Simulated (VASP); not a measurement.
Wanted: the native input for a VASP 6.6.1 run.

| Item | Value |
| --- | --- |
| Task | single point |
| Functional | PBEsol |
| Potentials or basis | VASP PAW PBE potentials, release 64 (Sr_sv, Ti_sv, O) |
| Cutoff | 600 eV |
| k mesh | 8 × 8 × 8 |
| Occupations | gaussian, width 0.02 eV |
| Spin | no spin polarisation |
| Dipole correction | no |
| Further INCAR settings | ALGO = Normal; EDIFF = 1e-06; NBANDS = 28 |

The structure of SrTiO3 lies in POSCAR:

```
SrTiO3
1.0
    3.8911204495      0.0000000000      0.0000000000
    0.0000000000      3.8911204495      0.0000000000
    0.0000000000      0.0000000000      3.8911204495
Sr Ti O
1 1 3
Direct
    0.5000000000      0.5000000000      0.5000000000
    0.0000000000      0.0000000000      0.0000000000
    0.5000000000      0.0000000000      0.0000000000
    0.0000000000      0.5000000000      0.0000000000
    0.0000000000      0.0000000000      0.5000000000
```

These files were run (other wordings do the same):

INCAR

```
PREC     = Accurate       # precision mode
ENCUT    = 600            # plane-wave cutoff, eV
EDIFF    = 1E-6           # SCF threshold, eV
ISMEAR   = 0              # smearing method
SIGMA    = 0.02           # smearing width, eV
LREAL    = F              # projectors in reciprocal space
LASPH    = T              # aspherical terms in the spheres
NELM     = 120            # most SCF steps
ALGO     = Normal         # electronic algorithm
ISIF     = 2              # what is computed and relaxed
LWAVE    = F              # write WAVECAR
LCHARG   = F              # write CHGCAR
GGA      = PS             # functional
NBANDS   = 28             # bands
GGA_COMPAT= F
```

KPOINTS

```
regular mesh
0
Gamma
  8 8 8
```

Potentials or basis: VASP PAW PBE potentials, release 64 (Sr_sv, Ti_sv, O).

Command:

```sh
$ cat potpaw_PBE.64/Sr_sv/POTCAR potpaw_PBE.64/Ti_sv/POTCAR potpaw_PBE.64/O/POTCAR > POTCAR
$ mpirun -np 1 vasp_std > vasp.out
```

It gave:

```
Pressure               : 0.5 GPa
Band gap on the k mesh : 1.82 eV (least direct gap 2.17 eV)
```

Caveat: the PAW data sets were made with another functional, which shifts forces and pressure a little.

Wall time 26 s on 1 thread of Intel(R) Xeon(R) 6975P-C (Granite Rapids), with other jobs on the host, peak memory 0.22 GiB.
